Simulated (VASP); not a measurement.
A run of VASP 6.6.1 is set up as follows.

File INCAR:

```
PREC = Accurate
ENCUT = 520
EDIFF = 1E-6
ISMEAR = 0
SIGMA = 0.1
LREAL = False
LASPH = True
NELM = 100
ALGO = Normal
ISIF = 2
LWAVE = False
LCHARG = False
GGA = PE
NBANDS = 24
```

KPOINTS

```
regular mesh
0
Gamma
  4 4 4
```

Contents of POSCAR:

```
TiB6
1.0
   -2.7231130800      2.7231130800      2.7231130800
    2.7231130800     -2.7231130800      2.7231130800
    2.7231130800      2.7231130800     -2.7231130800
Ti B
1 6
Direct
    0.0000000000      0.0000000000      0.0000000000
    0.7106712500      0.7106712500      0.0000000000
    0.2893287500      0.2893287500      0.0000000000
    0.0000000000      0.2893287500      0.2893287500
    0.0000000000      0.7106712500      0.7106712500
    0.7106712500      0.0000000000      0.7106712500
    0.2893287500      0.0000000000      0.2893287500
```

Potentials or basis: VASP PAW PBE potentials, release 64 (Ti_sv, B).

The run is started by

```console
$ cat potpaw_PBE.64/Ti_sv/POTCAR potpaw_PBE.64/B/POTCAR > POTCAR
$ mpirun -np 1 vasp_std > vasp.out
```

**Question.** Predict the largest force.

**Answer.** 10.394 eV/Å.

**Question.** Estimate the pressure.

**Answer.** 48.8 GPa.

**Question.** Predict the band gap on the k mesh.

**Answer.** Zero (band 15 reaches 4.15 eV, above the bottom of band 16 at 1.89 eV).

Forces in eV/Å, atoms in the order of the input:
```
Ti    0.000   0.000   0.000
B     0.000   0.000 -10.394
B     0.000   0.000  10.394
B    10.394   0.000   0.000
B   -10.394   0.000   0.000
B     0.000 -10.394   0.000
B     0.000  10.394   0.000
```

Caveat: the k points lie up to 0.41 Å⁻¹ apart; forces of over 1 eV/Å act on the atoms, so gaps and moduli don't describe the material at rest.
